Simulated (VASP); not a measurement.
# CdSe (de600) (P6_3mc) in VASP: further runs, part 2 of 2

VASP 6.6.1.

### 4 Single point, LDA

This run uses another cell than the first one, of 27.11 Å³/atom, 0.935 times its volume.

Contents of INCAR:

```
ALGO = Normal
EDIFF = 1E-6
ENCUT = 520
GGA = CA
ISIF = 2
ISMEAR = 0
LASPH = T
LCHARG = F
LREAL = F
LWAVE = F
NBANDS = 26
NELM = 60
PREC = Accurate
SIGMA = 0.01
```

Contents of KPOINTS:

```
k-points
0
Gamma
  10 10 4
```

Contents of POSCAR:

```
CdSe
1.0
    4.2475089268      0.0000000000      0.0000000000
   -2.1237544634      3.6784506334      0.0000000000
    0.0000000000      0.0000000000      6.9413784134
Cd Se
2 2
Direct
    0.6666666667      0.3333333333      0.5002589073
    0.3333333333      0.6666666667      1.0002589073
    0.6666666667      0.3333333333      0.8756010927
    0.3333333333      0.6666666667      0.3756010927
```

Potentials or basis: VASP PAW LDA potentials, release 64 (Cd, Se).

Run with:

```bash
> cat potpaw_LDA.64/Cd/POTCAR potpaw_LDA.64/Se/POTCAR > POTCAR
> mpirun -np 1 vasp_std > vasp.out
```

OUTCAR:

```text
EDIFF = 1E-6
   ENCUT = 520
   GGA = CA
   ISIF = 2
   ISMEAR = 0
   LASPH = T
   LREAL = F
   NELM = 60
   PREC = Accurate

 ion  position               nearest neighbor table
   1  0.667  0.333  0.500-   4 2.60   4 2.60   4 2.60   3 2.61
   2  0.333  0.667  0.000-   3 2.60   3 2.60   3 2.60   4 2.61
   3  0.667  0.333  0.876-   2 2.60   2 2.60   2 2.60   1 2.61
   4  0.333  0.667  0.376-   1 2.60   1 2.60   1 2.60   2 2.61

  LATTYP: Found a hexagonal cell.
 ALAT       =     4.2475089268
 C/A-ratio  =     1.6342233843

  Lattice vectors:

 A1 = (   4.2475089268,   0.0000000000,   0.0000000000)
 A2 = (  -2.1237544634,   3.6784506334,   0.0000000000)
 A3 = (   0.0000000000,   0.0000000000,   6.9413784134)

Analysis of symmetry for initial positions (statically):
=====================================================================
 Subroutine PRICEL returns:
 Original cell was already a primitive cell.

 Routine SETGRP: Setting up the symmetry group for a
 hexagonal supercell.

 Subroutine GETGRP returns: Found 12 space group operations
 (whereof  6 operations were pure point group operations)
 out of a pool of 24 trial point group operations.

The static configuration has the point symmetry C_3v.
 The point group associated with its full space group is C_6v.

Analysis of symmetry for dynamics (positions and initial velocities):
=====================================================================
 Subroutine PRICEL returns:
 Original cell was already a primitive cell.

 Routine SETGRP: Setting up the symmetry group for a
 hexagonal supercell.

 Subroutine GETGRP returns: Found 12 space group operations
 (whereof  6 operations were pure point group operations)
 out of a pool of 24 trial point group operations.

[... 115 lines left out ...]
   PSTRESS=    0.0 pullay stress
   NELECT =      36.0000    total number of electrons
   NUPDOWN=      -1.0000    fix difference up-down
   EMIN   =  10.00;   EMAX   =-10.00  energy-range for DOS
   EFERMI =   0.00;   METHOD = LEGACY
   ISMEAR =     0;   SIGMA  =   0.01  broadening in eV -4-tet -1-fermi 0-gaus
   EFERMI_NEDOS =   21; number of points for ismear=-14 and -15
   IALGO  =     38    algorithm
   IMIX   =      4    mixing-type and parameters
     AMIX     =   0.40;   BMIX     =  1.00
     AMIX_MAG =   1.60;   BMIX_MAG =  1.00
  volume/ion in A,a.u.               =      27.11       182.97
  Fermi-wavevector in a.u.,A,eV,Ry     =   1.133515  2.142033 17.481537  1.284857
  Thomas-Fermi vector in A             =   2.270218
   LORBIT       =      0    0 simple, 1 ext, 2 COOP (PROOUT), +10 PAW based schemes
   GGA     = CA    functional components
   LHFCALC =     F    Hartree Fock is set to
   AEXX    =    0.0000 exact exchange contribution
   IVDW    =     0    specifies the selected vdW correction
   LEPSILON=     F    determine dielectric tensor
   LRPA    =     F    only Hartree local field effects (RPA)
 non-spin polarized calculation
 Gauss-broadening in eV      SIGMA  =   0.01
  energy-cutoff  :      520.00
  volume of cell :      108.45
 maximum number of plane-waves:      2946
 NGX is ok and might be reduce to    32
   NGX = 15   NGY = 15   NGZ = 25

 number of electron      35.9999999 magnetization

 Free energy of the ion-electron system (eV)
  ---------------------------------------------------
  ext. energy  EPLUGINS =         0.00000000
  ---------------------------------------------------
  free energy    TOTEN  =       -13.51849968 eV

  energy without entropy =      -13.51849968  energy(sigma->0) =      -13.51849968

 E-fermi :   1.1830     XC(G=0):  -9.4481

 val. band max:        1.1260445996   @ k =   0.0000   0.0000   0.0000
 cond. band min:       1.6216708055   @ k =   0.0000   0.0000   0.0000
 fundamental gap:      0.4956262059
 Fermi energy:         1.1830213923

 k-point     1 :       0.0000    0.0000    0.0000
  band No.  band energies     occupation
      1     -11.7449      2.00000
      2     -11.3266      2.00000
      3      -6.9584      2.00000
      4      -6.9491      2.00000
      5      -6.9491      2.00000
      6      -6.8736      2.00000
[... 685 lines left out ...]
     25       9.0206      0.00000
     26      10.0605      0.00000

 [... further k-points ...]
[... 5 lines left out ...]
  --------------------------------------------------------------------------------------
  -------------------------------------------------------------------------------------
  Total        0.3340938      0.3340938      0.3366739      0.0000000      0.0000000      0.0000000
  in kB        4.9355323      4.9355323      4.9736477      0.0000000      0.0000000      0.0000000
  external PRESSURE =       4.9482375 kB  Pullay stress =       0.0000000 kB

 VOLUME and BASIS-vectors are now :
 -----------------------------------------------------------------------------
  energy-cutoff  :      520.00
  volume of cell :      108.45
      direct lattice vectors                 reciprocal lattice vectors
     4.247508927  0.000000000  0.000000000     0.235432113  0.135926794  0.000000000
    -2.123754463  3.678450633  0.000000000     0.000000000  0.271853587  0.000000000
     0.000000000  0.000000000  6.941378413     0.000000000  0.000000000  0.144063605

 POSITION                                       TOTAL-FORCE (eV/Angst)
 -----------------------------------------------------------------------------------
      2.12375      1.22615      3.47249         0.000000     -0.000000      0.001864
     -0.00000      2.45230      0.00180        -0.000000      0.000000      0.001864
      2.12375      1.22615      6.07788        -0.000000      0.000000     -0.001864
     -0.00000      2.45230      2.60719         0.000000      0.000000     -0.001864
 -----------------------------------------------------------------------------------
    total drift:                               -0.000000      0.000000      0.000045

  FREE ENERGIE OF THE ION-ELECTRON SYSTEM (eV)
  ---------------------------------------------------
  free  energy   TOTEN  =       -13.5184996825 eV

  energy  without entropy=      -13.5184996825  energy(sigma->0) =      -13.51849968
```

OSZICAR:

```text
N       E                     dE             d eps       ncg     rms          rms(c)
DAV:   1     0.247311987585E+03    0.24731E+03   -0.17197E+04  2184   0.126E+03
DAV:   2    -0.628826854319E+00   -0.24794E+03   -0.23964E+03  2356   0.318E+02
DAV:   3    -0.141394272481E+02   -0.13511E+02   -0.13423E+02  2604   0.734E+01
DAV:   4    -0.142608391078E+02   -0.12141E+00   -0.12131E+00  2390   0.647E+00
DAV:   5    -0.142615569964E+02   -0.71789E-03   -0.71786E-03  2476   0.479E-01    0.954E+00
DAV:   6    -0.135731421455E+02    0.68841E+00   -0.11849E+00  2832   0.115E+01    0.732E+00
DAV:   7    -0.135274773593E+02    0.45665E-01   -0.48066E-01  2302   0.368E+00    0.249E+00
DAV:   8    -0.135192158893E+02    0.82615E-02   -0.62906E-02  2272   0.254E+00    0.375E-01
DAV:   9    -0.135185843451E+02    0.63154E-03   -0.75888E-03  2382   0.103E+00    0.105E-01
DAV:  10    -0.135184879508E+02    0.96394E-04   -0.58485E-04  2400   0.285E-01    0.473E-02
DAV:  11    -0.135185017120E+02   -0.13761E-04   -0.77210E-05  2256   0.604E-02    0.143E-02
DAV:  12    -0.135184999973E+02    0.17147E-05   -0.20579E-05  2468   0.517E-02    0.845E-03
DAV:  13    -0.135184996825E+02    0.31477E-06   -0.23997E-06  1724   0.184E-02
   1 F= -.13518500E+02 E0= -.13518500E+02  d E =-.224700E-18
```

stdout:

```text
POSCAR found type information on POSCAR CdSe
 POSCAR found :  2 types and       4 ions
 scaLAPACK will be used
 LDA part: xc-table for (Slater(with rela. corr.)+CA(PZ))
 , standard interpolation
 POSCAR, INCAR and KPOINTS ok, starting setup
 FFT: planning ... GRIDC
 FFT: planning ... GRID_SOFT
 FFT: planning ... GRID
 WAVECAR not read
 entering main loop
```

Run time: 51 s. Hardware: 1 thread of AMD EPYC 9R45 (Zen 5), shared host; peak memory 0.22 GiB.

Results:

```yaml
Free_energy: -13.5185 eV
Pressure: 0.5 GPa
Band_gap_on_the_k_mesh: 0.50 eV, direct
```

Levels at points of the mesh, in eV from the valence-band top:
| k point | band 15 | band 16 | band 17 | band 18 | band 19 | band 20 | band 21 | band 22 |
| --- | --- | --- | --- | --- | --- | --- | --- | --- |
| (0.00, 0.00, 0.00) | -0.83 | -0.06 | 0.00 | 0.00 | 0.50 | 2.05 | 5.72 | 5.72 |
| (0.50, 0.00, 0.00) | -2.89 | -2.02 | -1.48 | -0.83 | 3.11 | 3.15 | 4.58 | 6.10 |
| (0.00, 0.00, 0.50) | -0.44 | -0.44 | -0.44 | -0.44 | 2.25 | 2.25 | 5.73 | 5.73 |
| (0.50, 0.00, 0.50) | -1.49 | -1.49 | -1.47 | -1.47 | 2.75 | 2.75 | 4.71 | 4.71 |

### 5 Summary

| cell | k mesh | smearing | gap on the mesh (eV) | pressure (GPa) |
| --- | --- | --- | --- | --- |
| a = 4.346, b = 4.346, c = 7.090 Å, angles 90.0, 90.0, 120.0°, 4 atoms | 6 × 6 × 4 | gaussian 0.1 eV | 0.35 | -2.9 |
| a = 4.248, b = 4.248, c = 6.941 Å, angles 90.0, 90.0, 120.0°, 4 atoms | 9 × 9 × 4 | gaussian 0.02 eV | 0.50 | 0.5 |
| a = 4.248, b = 4.248, c = 6.941 Å, angles 90.0, 90.0, 120.0°, 4 atoms | 10 × 10 × 4 | gaussian 0.01 eV | 0.50 | 0.5 |

Alike in all rows: task single point; level LDA; potentials or basis VASP PAW LDA potentials, release 64 (Cd, Se); no spin polarisation; cutoff (eV) 520.

Total energies depend on the potentials used, so only differences within one code and one set of settings carry meaning.
